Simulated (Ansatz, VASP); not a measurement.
**CuO: VASP beside Ansatz**

The input INCAR:

```
SYSTEM = CuO
PREC     = Accurate       ! precision mode
ENCUT    = 820            ! plane-wave cutoff, eV
EDIFF    = 1E-6           ! SCF threshold, eV
ISMEAR   = -1             ! smearing method
SIGMA    = 0.03           ! smearing width, eV
LREAL    = .FALSE.        ! projectors in reciprocal space
LASPH    = .TRUE.         ! aspherical terms in the spheres
NELM     = 200            ! most SCF steps
ALGO     = Normal         ! electronic algorithm
ISIF     = 2              ! what is computed and relaxed
LWAVE    = .FALSE.        ! write WAVECAR
LCHARG   = .TRUE.         ! write CHGCAR
ISPIN    = 2              ! spin polarisation
MAGMOM   = 0.1 0.1 0 0    ! initial moments
LORBIT   = 11             ! projections on sites
LMAXMIX  = 4              ! l up to which the mixer works
GGA      = PE             ! functional
LELF     = .TRUE.         ! ELF
LVHAR    = .TRUE.       
NBANDS   = 37             ! bands
GGA_COMPAT= .FALSE.
```

The input KPOINTS:

```
regular mesh
0
G
  7 7 4
  0 0 0
```

The input POSCAR:

```
CuO
1.0
    2.3446500000     -1.7134000000      0.0000000000
    2.3446500000      1.7134000000      0.0000000000
   -0.8605500000      0.0000000000      5.0594400000
Cu O
2 2
Direct
    0.0032000000      0.4968000000      0.0000000000
    0.4968000000      0.0032000000      0.5000000000
    0.5714000000      0.4056000000      0.2537000000
    0.4056000000      0.5714000000      0.7537000000
```

Input for Ansatz:

```yaml
crystal:
  lattice:
    - [2.34465, -1.7134, 0.0]
    - [2.34465, 1.7134, 0.0]
    - [-0.86055, 0.0, 5.05944]
  atoms:
    - { symbol: Cu, position: [0.0032, 0.4968, 0.0], spin: 0.1 }
    - { symbol: Cu, position: [0.4968, 0.0032, 0.5], spin: 0.1 }
    - { symbol: O, position: [0.5714, 0.4056, 0.2537] }
    - { symbol: O, position: [0.4056, 0.5714, 0.7537] }
magnetization:
  spin_polarized: true
hamiltonian:
  xc: pbe
  pseudopotentials: { kind: paw }
basis:
  ecutwfc: 420
kpoints:
  mp_grid: { grid: [7, 7, 4] }
scf:
  occupations: { method: fermi_dirac, width: 0.03 }
  lower_state_search: "off"
output:
  forces: true
  stress: true
```

Change from the starting cell: parallel moments scaled by 0.1, free total moment.

Alike in both runs: task single point; functional PBE; k mesh 7 × 7 × 4; occupations fermi-dirac, width 0.03 eV; collinear spin.

|  | VASP | Ansatz |
| --- | --- | --- |
| version | VASP 6.6.1 | Ansatz 0.2.0 |
| potentials or method | VASP PAW PBE potentials, release 64 (Cu_sv_GW, O), cutoff 820 eV | PAW, plane waves, scalar-relativistic |
| valence electrons in the cell | 50 | 50 |

Ansatz gave:

```
pressure (GPa)                                                : 5.7
traceless stress, the component that is largest in VASP (GPa) : -1.71
rms of the force components (eV/Å)                            : 0.432
net moment per atom (μB)                                      : 0.00
```

**Question.** Which values does VASP return?

**Answer.** Pressure (GPa): 4.8; traceless stress, the component that is largest in VASP (GPa): -1.69; rms of the force components (eV/Å): 0.436; net moment per atom (μB): 0.00.

Atom by atom the forces differ by 0.007 eV/Å (rms over components). Ansatz's warnings: seeded moment not kept.
